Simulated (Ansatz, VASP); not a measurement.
# Two plane-wave programs on SnRu4

```
Sn Ru
1.0
     4.30618    0.00000    0.00000
     0.00000    4.30618    0.00000
     0.00000    0.00000    4.30618
Sn Ru
1 4
Direct
  0.00000 0.00000 0.00000
  0.50000 0.00000 0.00000
  0.00000 0.50000 0.00000
  0.00000 0.00000 0.50000
  0.50000 0.50000 0.50000
```

Change from the starting cell: species swapped into the Co4N type (Pm-3m, No. 221).

Alike in both runs: task relaxation of cell and atoms; functional PBE; k mesh 4 × 4 × 4; occupations gaussian, width 0.1 eV; no spin polarisation.

```csv
,VASP,Ansatz
version,VASP 6.6.1,Ansatz 0.2.0
potentials or method,"VASP PAW PBE potentials, release 64 (Sn_d, Ru_pv), cutoff 500 eV","scalar-relativistic, plane waves, PAW"
valence electrons in the cell,70,78
```

|  | VASP | Ansatz | Ansatz less VASP |
| --- | --- | --- | --- |
| gap on the k mesh at the Fermi level, each at its own relaxed structure (eV) | none | none | - |
| relaxed volume (Å³/atom) | 20.99 | 21.00 | +0.009 |
| relaxed length of the cell vector where the two differ most in proportion (Å) | 4.717 | 4.718 | +0.0007 |

A gap of «none» marks a metal or a gap that the smearing closes. VASP's potentials hold 70 valence electrons a cell and Ansatz's 78, so a difference there can come from the potentials and not from the codes.

The k mesh is coarse, so the values compare programs but aren't converged. Noted on VASP's run: the volume moved by over 15 % at a fixed basis, so the end points are rough.
